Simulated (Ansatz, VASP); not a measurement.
**One calculation of TaN, two programs**

```
Ta N
1.0
     0.00000    2.17384    2.17384
     2.17384    0.00000    2.17384
     2.17384    2.17384    0.00000
Ta N
1 1
Direct
  0.50000 0.50869 0.50000
  0.00000 0.88776 0.00000
```

Change from the starting cell: mode 4 frozen in at -0.244 Å and mode 6 at -0.244 Å (largest displacements).

Alike in both runs: task single point; functional LDA; k mesh 18 × 18 × 18; occupations gaussian, width 0.15 eV; no spin polarisation.

```csv
,VASP,Ansatz
version,VASP 6.6.1,Ansatz 0.2.0
potentials or method,"VASP PAW LDA potentials, release 64 (Ta_sv_GW, N), cutoff 600 eV","scalar-relativistic, plane waves, PAW"
valence electrons in the cell,18,18
```

```tsv
	VASP	Ansatz	Ansatz less VASP
gap on the k mesh at the Fermi level (eV)	none	none	-
pressure (GPa)	26.7	25.0	-1.67
traceless stress, the component that is largest in VASP (GPa)	-25.13	-24.76	+0.366
rms of the force components (eV/Å)	2.626	2.583	-0.0426
```

Ansatz warns that its potentials were made for another functional, while VASP's fit it. LDA's correlation is that of Perdew and Zunger in VASP and of Perdew and Wang (1992) in Ansatz. Atom by atom the forces differ by 0.043 eV/Å (rms over components). A gap of «none» marks a metal or a gap that the smearing closes.

Spin-orbit coupling is off throughout.
